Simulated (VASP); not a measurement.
Input of a VASP 6.6.1 run:

POSCAR

```
GaN
1.0
    0.0000000000      2.2535006075      2.2535006075
    2.2535006075      0.0000000000      2.2535006075
    2.2535006075      2.2535006075      0.0000000000
Ga N
1 1
Direct
    0.0000000000      0.0000000000      0.0000000000
    0.7500000000      0.7500000000      0.7853004178
```

INCAR.step1

```
  ALGO = Normal
  EDIFF = 1E-4
  ENCUT = 520
  GGA = PE
  ISMEAR = 0
  LASPH = True
  LCHARG = False
  LREAL = False
  LWAVE = True
  NBANDS = 16
  NELM = 100
  PREC = Accurate
  SIGMA = 0.05
```

The input INCAR.step2:

```
  ALGO = Normal
  EDIFF = 1E-6
  ENCUT = 520
  ISIF = 2
  ISMEAR = 0
  ISTART = 1
  LASPH = True
  LCHARG = True
  LELF = True
  LMIXTAU = True
  LREAL = False
  LVHAR = True
  LWAVE = False
  METAGGA = R2SCAN
  NBANDS = 16
  NELM = 100
  PREC = Accurate
  SIGMA = 0.05
```

The input KPOINTS:

```
k-points
0
Gamma
  10 10 10
```

Potentials or basis: VASP PAW PBE potentials, release 64 (Ga_d, N).

The run is started by

```sh
$ cat potpaw_PBE.64/Ga_d/POTCAR potpaw_PBE.64/N/POTCAR > POTCAR
$ cp INCAR.step1 INCAR
$ mpirun -np 1 vasp_std > vasp.out
$ cp INCAR.step2 INCAR
$ mpirun -np 1 vasp_std > vasp.out
```

(1) Predict the largest force.

(2) Predict the pressure.

## Answers

(1) 1.515 eV/Å.

(2) 1.3 GPa.

Caveat: the cell differs from its parent crystal (all N atoms moved +0.113 Å, as atom 2 along Cartesian [1 1 0]); the PAW data sets were made with another functional, which shifts forces and pressure a little.
